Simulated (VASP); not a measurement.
# ZrN (rocksalt type) (Fm-3m) in VASP: a series of runs

Runs on ZrN (rocksalt type). Level: PBE. Tasks: single point, relaxation of cell and atoms.

Everything below comes from runs of VASP 6.6.1. Logs are shortened: lines on timing, memory, paths and dates and some standing lists are left out, and cuts for length are marked.

## Step 1: The cell of the first run

Symmetry: Fm-3m, No. 225, cubic system. Conventional cell: a = 4.079 Å, b = 4.079 Å, c = 4.079 Å, α = 90.00°, β = 90.00°, γ = 90.00°. Within 2.7 Å of Zr (site symmetry m-3m) lie 6 N at 2.04 Å. N (site symmetry m-3m) has 6 Zr at 2.04 Å within 2.7 Å.

## Step 2: Single point, PBE

Contents of INCAR:

```
SYSTEM = ZrN
PREC = Accurate ; ENCUT = 600
EDIFF = 1E-6 ; ISMEAR = -1
SIGMA = 0.08 ; LREAL = .False.
LASPH = .True. ; NELM = 120
ALGO = Normal ; ISIF = 2
LWAVE = .False. ; LCHARG = .False.
GGA = PE ; NBANDS = 16
GGA_COMPAT = .False.
```

Contents of KPOINTS:

```
Automatic mesh
0
Gamma
  17 17 17
  0 0 0
```

Contents of POSCAR:

```
ZrN
1.0
    0.0000000000      2.0392529553      2.0392529553
    2.0392529553      0.0000000000      2.0392529553
    2.0392529553      2.0392529553      0.0000000000
Zr N
1 1
Direct
    0.0000000000      0.0000000000      0.0000000000
    0.5000000000      0.5000000000      0.5000000000
```

Potentials or basis: VASP PAW PBE potentials, release 64 (Zr_sv, N).

Command:

```
cat potpaw_PBE.64/Zr_sv/POTCAR potpaw_PBE.64/N/POTCAR > POTCAR
mpirun -np 1 vasp_std > vasp.out
```

OUTCAR:

```text
SYSTEM = ZrN
   PREC = Accurate
   ENCUT = 600
   EDIFF = 1E-6
   ISMEAR = -1
   LREAL = .False.
   LASPH = .True.
   NELM = 120
   ISIF = 2
   GGA = PE

 ion  position               nearest neighbor table
   1  0.000  0.000  0.000-   2 2.04   2 2.04   2 2.04   2 2.04   2 2.04   2 2.04
   2  0.500  0.500  0.500-   1 2.04   1 2.04   1 2.04   1 2.04   1 2.04   1 2.04

  LATTYP: Found a face centered cubic cell.
 ALAT       =     4.0785059106

  Lattice vectors:

 A1 = (   0.0000000000,   2.0392529553,   2.0392529553)
 A2 = (   2.0392529553,   0.0000000000,   2.0392529553)
 A3 = (   2.0392529553,   2.0392529553,   0.0000000000)

Analysis of symmetry for initial positions (statically):
=====================================================================
 Subroutine PRICEL returns:
 Original cell was already a primitive cell.

 Routine SETGRP: Setting up the symmetry group for a
 face centered cubic supercell.

 Subroutine GETGRP returns: Found 48 space group operations
 (whereof 48 operations were pure point group operations)
 out of a pool of 48 trial point group operations.

The static configuration has the point symmetry O_h .

Analysis of symmetry for dynamics (positions and initial velocities):
=====================================================================
 Subroutine PRICEL returns:
 Original cell was already a primitive cell.

 Routine SETGRP: Setting up the symmetry group for a
 face centered cubic supercell.

 Subroutine GETGRP returns: Found 48 space group operations
 (whereof 48 operations were pure point group operations)
 out of a pool of 48 trial point group operations.

The dynamic configuration has the point symmetry O_h .

 Subroutine INISYM returns: Found 48 space group operations
 (whereof 48 operations are pure point group operations),
 and found     1 'primitive' translations

----------------------------------------------------------------------------------------

                                     Primitive cell

  volume of cell :      16.9607

  direct lattice vectors                    reciprocal lattice vectors
     0.000000000  2.039252955  2.039252955    -0.245187827  0.245187827  0.245187827
     2.039252955  0.000000000  2.039252955     0.245187827 -0.245187827  0.245187827
     2.039252955  2.039252955  0.000000000     0.245187827  0.245187827 -0.245187827

  length of vectors
     2.883939186  2.883939186  2.883939186     0.424677773  0.424677773  0.424677773

  position of ions in fractional coordinates (direct lattice)
     0.000000000  0.000000000  0.000000000
     0.500000000  0.500000000  0.500000000

  ion indices of the primitive-cell ions
   primitive index   ion index
                 1           1
                 2           2

----------------------------------------------------------------------------------------

 KPOINTS: Automatic mesh

Automatic generation of k-mesh.
 Grid dimensions read from file:
 generate k-points for:   17   17   17

 Generating k-lattice:

  Cartesian coordinates                     Fractional coordinates (reciprocal lattice)
    -0.014422813  0.014422813  0.014422813     0.058823529  0.000000000  0.000000000
     0.014422813 -0.014422813  0.014422813     0.000000000  0.058823529  0.000000000
     0.014422813  0.014422813 -0.014422813     0.000000000  0.000000000  0.058823529

  Length of vectors
     0.024981045  0.024981045  0.024981045

  Shift w.r.t. Gamma in fractional coordinates (k-lattice)
     0.000000000  0.000000000  0.000000000

 Subroutine IBZKPT returns following result:
 ===========================================

 Found    165 irreducible k-points:

 Following reciprocal coordinates:
            Coordinates               Weight
  0.000000  0.000000  0.000000      1.000000
  0.058824  0.000000  0.000000      8.000000
  0.117647  0.000000  0.000000      8.000000
  0.176471  0.000000  0.000000      8.000000
  0.235294  0.000000  0.000000      8.000000
  0.294118  0.000000  0.000000      8.000000
[... 16 lines left out ...]
 -0.176471  0.058824  0.000000     24.000000
 -0.117647  0.058824  0.000000     24.000000
 [... further k-points ...]
   k-points           NKPTS =    165   k-points in BZ     NKDIM =    165   number of bands    NBANDS=     16
   number of dos      NEDOS =    301   number of ions     NIONS =      2
   total plane-waves  NPLWV =  13824
   dimension x,y,z NGX =    24 NGY =   24 NGZ =   24
   dimension x,y,z NGXF=    48 NGYF=   48 NGZF=   48
   ions per type =               1   1
   NGX,Y,Z   is equivalent  to a cutoff of  13.83, 13.83, 13.83 a.u.
   NGXF,Y,Z  is equivalent  to a cutoff of  27.67, 27.67, 27.67 a.u.
 SYSTEM =  ZrN
   PREC   = accura    normal or accurate (medium, high low for compatibility)
   ISTART =      0    job   : 0-new  1-cont  2-samecut
   ICHARG =      2    charge: 1-file 2-atom 10-const
   ISPIN  =      1    spin polarized calculation?
   LNONCOLLINEAR =      F non collinear calculations
   LSORBIT =      F    spin-orbit coupling
   LASPH  =      T    aspherical Exc in radial PAW
   ENCUT  =  600.0 eV  44.10 Ry    6.64 a.u.   5.76  5.76  5.76*2*pi/ulx,y,z
   NELM   =    120;   NELMIN=  2; NELMDL= -5     # of ELM steps
   EDIFF  = 0.1E-05   stopping-criterion for ELM
   LREAL  =      F    real-space projection
   EDIFFG = 0.1E-04   stopping-criterion for IOM
   NSW    =      0    number of steps for IOM
   IBRION =     -1    ionic relax: 0-MD 1-quasi-New 2-CG
   NFREE  =      0    steps in history (QN), initial steepest desc. (CG)
   ISIF   =      2    stress and relaxation
   ISYM   =      2    0-nonsym 1-usesym 2-fastsym
   POTIM  = 0.5000    time-step for ionic-motion
   TEBEG  =    0.0;   TEEND  =   0.0 temperature during run
   PSTRESS=    0.0 pullay stress
   NELECT =      17.0000    total number of electrons
   NUPDOWN=      -1.0000    fix difference up-down
   EMIN   =  10.00;   EMAX   =-10.00  energy-range for DOS
   EFERMI =   0.00;   METHOD = LEGACY
   ISMEAR =    -1;   SIGMA  =   0.08  broadening in eV -4-tet -1-fermi 0-gaus
   EFERMI_NEDOS =   21; number of points for ismear=-14 and -15
   IALGO  =     38    algorithm
   IMIX   =      4    mixing-type and parameters
     AMIX     =   0.40;   BMIX     =  1.00
     AMIX_MAG =   1.60;   BMIX_MAG =  1.00
  volume/ion in A,a.u.               =       8.48        57.23
  Fermi-wavevector in a.u.,A,eV,Ry     =   1.638363  3.096056 36.521196  2.684232
  Thomas-Fermi vector in A             =   2.729348
   LORBIT       =      0    0 simple, 1 ext, 2 COOP (PROOUT), +10 PAW based schemes
   GGA     = PE    functional components
   LHFCALC =     F    Hartree Fock is set to
   AEXX    =    0.0000 exact exchange contribution
   IVDW    =     0    specifies the selected vdW correction
   LEPSILON=     F    determine dielectric tensor
   LRPA    =     F    only Hartree local field effects (RPA)
 non-spin polarized calculation
  energy-cutoff  :      600.00
  volume of cell :       16.96
 maximum number of plane-waves:       578
   NGX = 11   NGY = 11   NGZ = 11

 number of electron      17.0000000 magnetization

 Free energy of the ion-electron system (eV)
  ---------------------------------------------------
  ext. energy  EPLUGINS =         0.00000000
  ---------------------------------------------------
  free energy    TOTEN  =       -17.17504703 eV

  energy without entropy =      -17.16568060  energy(sigma->0) =      -17.17036381

 E-fermi :  17.0381     XC(G=0): -14.4492

 val. band max:       17.0148141308   @ k =  -0.1765   0.2941   0.1176
 cond. band min:      17.1191626077   @ k =  -0.4706   0.2353   0.0000
 fundamental gap:      0.1043484769
 Fermi energy:        17.0380793458

 k-point     1 :       0.0000    0.0000    0.0000
  band No.  band energies     occupation
      1     -31.9076      2.00000
      2      -8.7423      2.00000
      3      -8.7423      2.00000
      4      -8.7423      2.00000
      5      -0.3053      2.00000
      6      13.9886      2.00000
[... 8 lines left out ...]
     15      26.5803      0.00000
     16      47.2394      0.00000

 k-point     2 :       0.0588    0.0000    0.0000
  band No.  band energies     occupation
      1     -31.8879      2.00000
      2      -8.9076      2.00000
      3      -8.7502      2.00000
      4      -8.7502      2.00000
      5      -0.1308      2.00000
      6      13.6058      2.00000
[... 8 lines left out ...]
     15      26.9544      0.00000
     16      45.6815      0.00000

 k-point     3 :       0.1176    0.0000    0.0000
  band No.  band energies     occupation
      1     -31.8308      2.00000
      2      -9.3514      2.00000
      3      -8.7729      2.00000
      4      -8.7729      2.00000
      5       0.3408      2.00000
      6      12.7322      2.00000
[... 8 lines left out ...]
     15      28.0065      0.00000
     16      43.5864      0.00000

 k-point     4 :       0.1765    0.0000    0.0000
  band No.  band energies     occupation
      1     -31.7429      2.00000
      2      -9.9593      2.00000
      3      -8.8068      2.00000
      4      -8.8068      2.00000
      5       0.9961      2.00000
      6      11.6901      2.00000
[... 8 lines left out ...]
     15      29.5572      0.00000
     16      41.6764      0.00000

 k-point     5 :       0.2353    0.0000    0.0000
  band No.  band energies     occupation
      1     -31.6346      2.00000
      2     -10.6185      2.00000
      3      -8.8469      2.00000
      4      -8.8469      2.00000
      5       1.7261      2.00000
      6      10.6362      2.00000
[... 8 lines left out ...]
     15      31.3634      0.00000
     16      39.6541      0.00000

 k-point     6 :       0.2941    0.0000    0.0000
  band No.  band energies     occupation
      1     -31.5197      2.00000
      2     -11.2409      2.00000
      3      -8.8875      2.00000
      4      -8.8875      2.00000
      5       2.4503      2.00000
      6       9.6510      2.00000
[... 8 lines left out ...]
     15      33.1272      0.00000
     16      37.2358      0.00000

 k-point     7 :       0.3529    0.0000    0.0000
  band No.  band energies     occupation
      1     -31.4136      2.00000
      2     -11.7621      2.00000
      3      -8.9234      2.00000
      4      -8.9234      2.00000
      5       3.1107      2.00000
      6       8.7891      2.00000
[... 8 lines left out ...]
     15      34.6159      0.00000
     16      35.0401      0.00000

 k-point     8 :       0.4118    0.0000    0.0000
  band No.  band energies     occupation
      1     -31.3320      2.00000
      2     -12.1353      2.00000
      3      -8.9501      2.00000
      4      -8.9501      2.00000
      5       3.6484      2.00000
      6       8.1113      2.00000
[... 8 lines left out ...]
     15      33.2339      0.00000
     16      33.2339      0.00000

 k-point     9 :       0.4706    0.0000    0.0000
  band No.  band energies     occupation
      1     -31.2876      2.00000
      2     -12.3298      2.00000
      3      -8.9642      2.00000
      4      -8.9642      2.00000
      5       3.9715      2.00000
      6       7.7155      2.00000
[... 8 lines left out ...]
     15      32.0854      0.00000
     16      32.0854      0.00000
[... 172 lines left out ...]
 k-point    19 :      -0.4118    0.0588    0.0000
  band No.  band energies     occupation
      1     -31.3033      2.00000
      2     -12.1822      2.00000
      3      -9.0794      2.00000
      4      -8.9480      2.00000
      5       3.6242      2.00000
      6       8.0211      2.00000
[... 8 lines left out ...]
     15      32.5619      0.00000
     16      33.3018      0.00000

 k-point    20 :      -0.3529    0.0588    0.0000
  band No.  band energies     occupation
      1     -31.3727      2.00000
      2     -11.8738      2.00000
      3      -9.0764      2.00000
      4      -8.9013      2.00000
      5       3.2204      2.00000
      6       8.5101      2.00000
[... 8 lines left out ...]
     15      33.8413      0.00000
     16      35.0638      0.00000

 k-point    21 :      -0.2941    0.0588    0.0000
  band No.  band energies     occupation
      1     -31.4708      2.00000
      2     -11.4105      2.00000
      3      -9.0536      2.00000
      4      -8.8508      2.00000
      5       2.6591      2.00000
      6       9.2122      2.00000
[... 8 lines left out ...]
     15      33.7563      0.00000
     16      35.5676      0.00000

 k-point    22 :      -0.2353    0.0588    0.0000
  band No.  band energies     occupation
      1     -31.5830      2.00000
      2     -10.8344      2.00000
      3      -9.0130      2.00000
      4      -8.8032      2.00000
      5       2.0025      2.00000
      6      10.0663      2.00000
[... 8 lines left out ...]
     15      32.1425      0.00000
     16      37.5000      0.00000

 k-point    23 :      -0.1765    0.0588    0.0000
  band No.  band energies     occupation
      1     -31.6937      2.00000
      2     -10.2041      2.00000
      3      -8.9588      2.00000
      4      -8.7649      2.00000
      5       1.3095      2.00000
      6      11.0218      2.00000
[... 8 lines left out ...]
     15      30.3707      0.00000
     16      39.5611      0.00000

 k-point    24 :      -0.1176    0.0588    0.0000
  band No.  band energies     occupation
      1     -31.7884      2.00000
      2      -9.6002      2.00000
      3      -8.8953      2.00000
      4      -8.7414      2.00000
      5       0.6547      2.00000
      6      12.0152      2.00000
[... 8 lines left out ...]
     15      28.7513      0.00000
     16      41.7745      0.00000

 [... further k-points ...]

------------------------ aborting loop because EDIFF is reached ----------------------------------------

  FORCE on cell =-STRESS in cart. coord.  units (eV):
  Direction    XX          YY          ZZ          XY          YZ          ZX
  --------------------------------------------------------------------------------------
  -------------------------------------------------------------------------------------
  Total       20.2286649     20.2286649     20.2286649     -0.0000000      0.0000000     -0.0000000
  in kB     1910.8847952   1910.8847952   1910.8847952     -0.0000000      0.0000000     -0.0000000
  external PRESSURE =    1910.8847952 kB  Pullay stress =       0.0000000 kB

 VOLUME and BASIS-vectors are now :
 -----------------------------------------------------------------------------
  energy-cutoff  :      600.00
  volume of cell :       16.96
      direct lattice vectors                 reciprocal lattice vectors
     0.000000000  2.039252955  2.039252955    -0.245187827  0.245187827  0.245187827
     2.039252955  0.000000000  2.039252955     0.245187827 -0.245187827  0.245187827
     2.039252955  2.039252955  0.000000000     0.245187827  0.245187827 -0.245187827

 POSITION                                       TOTAL-FORCE (eV/Angst)
 -----------------------------------------------------------------------------------
      0.00000      0.00000      0.00000         0.000000     -0.000000      0.000000
      2.03925      2.03925      2.03925        -0.000000      0.000000     -0.000000
 -----------------------------------------------------------------------------------
    total drift:                                0.000000     -0.000000     -0.000000

  FREE ENERGIE OF THE ION-ELECTRON SYSTEM (eV)
  ---------------------------------------------------
  free  energy   TOTEN  =       -17.1750470261 eV

  energy  without entropy=      -17.1656806035  energy(sigma->0) =      -17.17036381
```

Wall time 31 s (1 thread of Intel Xeon Platinum 8259CL at 2.50GHz (Skylake/Cascade Lake), shared host); peak memory 0.18 GiB.

What came out:

- Free energy: -17.1750 eV
- Pressure: 191.1 GPa

## Step 3: Relaxation of cell and atoms, PBE, target pressure 190 GPa, at which the enthalpy is minimised

Contents of INCAR:

```
SYSTEM = ZrN
  ALGO = Normal
  EDIFF = 1E-7
  EDIFFG = -0.005
  ENCUT = 600
  GGA = PE
  GGA_COMPAT = .False.
  IBRION = 2
  ISIF = 3
  ISMEAR = -1
  LASPH = .True.
  LCHARG = .False.
  LREAL = .False.
  LWAVE = .False.
  NELM = 120
  NELMIN = 4
  NSW = 32
  PREC = Accurate
  PSTRESS = 1900.0
  SIGMA = 0.08
```

Contents of KPOINTS:

```
k-points
0
Gamma
  17 17 17
  0 0 0
```

Contents of POSCAR:

```
ZrN
1.0
    0.0000000000      2.0393578312      2.0393578312
    2.0393578312      0.0000000000      2.0393578312
    2.0393578312      2.0393578312      0.0000000000
Zr N
1 1
Direct
    0.0000000000      0.0000000000      0.0000000000
    0.5000000000      0.5000000000      0.5000000000
```

Potentials or basis: VASP PAW PBE potentials, release 64 (Zr_sv, N).

Command:

```
cat potpaw_PBE.64/Zr_sv/POTCAR potpaw_PBE.64/N/POTCAR > POTCAR
mpirun -np 1 vasp_std > vasp.out
```

Wall time 61 s (1 thread of Intel Xeon Platinum 8259CL at 2.50GHz (Skylake/Cascade Lake), shared host); peak memory 0.18 GiB.

It converged, with:

```yaml
Free_energy: -17.1983 eV
Relaxed_volume: 8.49 Å³/atom
Relaxed_cell: a = 2.885 Å, b = 2.885 Å, c = 2.885 Å, α = 60.00°, β = 60.00°, γ = 60.00°
Space_group_after_relaxing_to_0.05_Å: Fm-3m (No. 225)
Energy_change_on_relaxing_the_enthalpy_is_what_falls: -10.1 meV/atom
Ionic_steps: 3
Pressure_after_relaxing: 190.0 GPa
```

Step by step:
| step | energy change (eV) | largest force (eV/Å) | pressure (GPa) | volume (Å³) |
| --- | --- | --- | --- | --- |
| 1 | 0.0000 | 0.0000 | 190.93 | 16.96 |
| 2 | -0.1420 | 0.0000 | 184.38 | 17.08 |
| 3 | -0.0201 | 0.0000 | 190.01 | 16.98 |

Final structure:
```
CELL_PARAMETERS angstrom
0.00000 2.04004 2.04004
2.04004 0.00000 2.04004
2.04004 2.04004 0.00000
ATOMIC_POSITIONS crystal
Zr 0.00000 0.00000 0.00000
N 0.50000 0.50000 0.50000
```

Levels at points of the mesh, in eV from the Fermi level:
| k point | band 6 | band 7 | band 8 | band 9 | band 10 | band 11 | band 12 |
| --- | --- | --- | --- | --- | --- | --- | --- |
| (0.00, 0.00, 0.00) | -3.05 | -3.05 | -3.05 | -0.65 | -0.65 | -0.65 | 2.47 |

Caveat: the cell is relaxed towards a set pressure, so the enthalpy falls and the energy may rise.

## Step 4: Single point, PBE (volume scaled by 0.7, to set the pressure)

Contents of INCAR:

```
PREC     = Accurate       # precision mode
ENCUT    = 600            # plane-wave cutoff, eV
EDIFF    = 1E-6           # SCF threshold, eV
ISMEAR   = -1             # smearing method
SIGMA    = 0.08           # smearing width, eV
LREAL    = F              # projectors in reciprocal space
LASPH    = T              # aspherical terms in the spheres
NELM     = 120            # most SCF steps
ALGO     = Normal         # electronic algorithm
ISIF     = 2              # what is computed and relaxed
LWAVE    = F              # write WAVECAR
LCHARG   = F              # write CHGCAR
GGA      = PE             # functional
NBANDS   = 16             # bands
GGA_COMPAT= F
```

Contents of KPOINTS:

```
Automatic mesh
0
Gamma
  17 17 17
```

Contents of POSCAR:

```
ZrN
1.0
    0.0000000000      2.0398853706      2.0398853706
    2.0398853706      0.0000000000      2.0398853706
    2.0398853706      2.0398853706      0.0000000000
Zr N
1 1
Direct
    0.0000000000      0.0000000000      0.0000000000
    0.5000000000      0.5000000000      0.5000000000
```

Command:

```
cat potpaw_PBE.64/Zr_sv/POTCAR potpaw_PBE.64/N/POTCAR > POTCAR
mpirun -np 1 vasp_std > vasp.out
```

It took 62 s on 1 thread of Intel Xeon 8259CL, shared host; peak memory 0.18 GiB.

Results (log left out):

| Item | Value |
| --- | --- |
| Free energy | -17.1939 eV |
| Pressure | 190.2 GPa |

Levels at points of the mesh, in eV from the Fermi level:
```csv
k point,band 7,band 8,band 9,band 10,band 11,band 12
"(0.00, 0.00, 0.00)",-3.05,-3.05,-0.65,-0.65,-0.65,2.47
```

Caveat: the cell differs from its parent crystal (volume scaled by 0.7, to set the pressure).

## Step 5: Single point, PBE

Contents of INCAR:

```
PREC = Accurate
ENCUT = 600
EDIFF = 1E-6
ISMEAR = -1
SIGMA = 0.08
LREAL = F
LASPH = T
NELM = 120
ALGO = Normal
ISIF = 2
LWAVE = F
LCHARG = T
GGA = PE
LELF = T
LVHAR = T
NBANDS = 16
GGA_COMPAT = F
```

KPOINTS is that of step 4.

Contents of POSCAR:

```
ZrN
1.0
    0.0000000000      2.0393578312      2.0393578312
    2.0393578312      0.0000000000      2.0393578312
    2.0393578312      2.0393578312      0.0000000000
Zr N
1 1
Direct
    0.0000000000      0.0000000000      0.0000000000
    0.5000000000      0.5000000000      0.5000000000
```

Command:

```
cat potpaw_PBE.64/Zr_sv/POTCAR potpaw_PBE.64/N/POTCAR > POTCAR
mpirun -np 1 vasp_std > vasp.out
```

It took 74 s on 1 thread of Intel Xeon 8259CL, shared host; peak memory 0.18 GiB.

It converged, with:

```
Free energy : -17.1782 eV
Pressure    : 190.9 GPa
```

Levels at points of the mesh, in eV from the Fermi level:
```csv
k point,band 7,band 8,band 9,band 10,band 11,band 12
"(0.00, 0.00, 0.00)",-3.05,-3.05,-0.65,-0.65,-0.65,2.47
```

(Continued in part 2 of 2.)
